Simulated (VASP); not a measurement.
# MgO: single point with r2SCAN

The system is MgO.

```
Mg O
1.0
     0.00000    2.05925    2.05925
     2.05925    0.00000    2.05925
     2.05925    2.05925    0.00000
Mg O
1 1
Cartesian
  0.0000 0.0000 0.0000
  2.0593 2.0593 2.0593
```

| Quantity | Value |
| --- | --- |
| Program | VASP 6.6.1 |
| Task | single point |
| Functional | r2SCAN |
| Potentials or basis | VASP PAW PBE potentials, release 64 (Mg_sv, O) |
| Cutoff | 750 eV |
| k mesh | 10 × 10 × 10 |
| Occupations | gaussian, width 0.02 eV |
| Spin | no spin polarisation |

```
Pressure               : 11.3 GPa
Band gap on the k mesh : 6.36 eV
```

Levels at points of the mesh, in eV from the valence-band top:
```csv
k point,band 6,band 7,band 8,band 9,band 10,band 11
"(0.00, 0.00, 0.00)",0.00,0.00,0.00,6.36,17.26,17.26
"(0.50, 0.00, 0.00)",-4.91,-0.75,-0.75,9.29,14.66,18.23
"(0.50, 0.50, 0.00)",-4.35,-1.46,-1.46,10.13,11.94,15.09
```

It took 73 s on 1 thread of AMD EPYC 7R13 Processor (Zen 3) (shared host), peak memory 0.14 GiB.

Caveat: the cell stands under pressure; the PAW data sets were made with another functional, which shifts forces and pressure a little. r2SCAN opens gaps a little over a GGA but as a rule still falls short of measured ones.
